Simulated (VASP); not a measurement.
LiF:

```
Li F
1.0
     0.00000    1.99487    1.99487
     1.99487    0.00000    1.99487
     1.99487    1.99487    0.00000
Li F
1 1
Direct
  0.00000 0.00000 0.00000
  0.50000 0.50000 0.50000
```

Base run:

| Quantity | Value |
| --- | --- |
| Program | VASP 6.6.1 |
| Functional | PBEsol |
| Potentials or basis | VASP PAW PBE potentials, release 64 (Li_sv, F) |
| Cutoff | 520 eV |
| k mesh | 8 × 8 × 8 |
| Occupations | gaussian, width 0.001 eV |
| Spin | no spin polarisation |

Its results: band gap on the k mesh 9.18 eV, direct.

Question: The run is repeated on the same cell with these changes: functional from PBEsol to r2SCAN; occupations from gaussian, width 0.001 eV to gaussian, width 0.01 eV. What comes out?

Answer: Band gap on the k mesh 10.55 eV, direct.

A k mesh can miss the band edges.
